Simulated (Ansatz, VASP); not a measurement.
TiAl3: VASP beside Ansatz

```
Ti Al
1.0
     2.80130    0.00000    0.00000
     0.00000    4.61800    0.00000
     0.00000    0.00000    4.83451
Ti Al
1 3
Cartesian
  0.0000 2.3090 0.8021
  0.0000 0.0000 4.0412
  1.4006 0.0000 1.5998
  1.4006 2.3090 3.2259
```

Alike in both runs: task single point; functional PBE; k mesh 9 × 6 × 6; occupations fermi-dirac, width 0.05 eV; no spin polarisation.

```csv
,VASP,Ansatz
version,VASP 6.6.1,Ansatz 0.2.0
potentials or method,"VASP PAW PBE potentials, release 64 (Ti_sv, Al)",Ansatz PAW
plane-wave cutoff (eV),520,420
valence electrons in the cell,21,21
```

Ansatz gave:

* gap on the k mesh at the Fermi level (eV): none
* pressure (GPa): 4.4
* traceless stress, the component that is largest in VASP (GPa): -2.17
* rms of the force components (eV/Å): 0.021

Task: What did VASP give for the same quantities?

Result: gap on the k mesh at the Fermi level (eV): none; pressure (GPa): 4.3; traceless stress, the component that is largest in VASP (GPa): -2.17; rms of the force components (eV/Å): 0.021.

Atom by atom the forces differ by 0.001 eV/Å (rms over components). A gap of «none» marks a metal or a gap that the smearing closes.
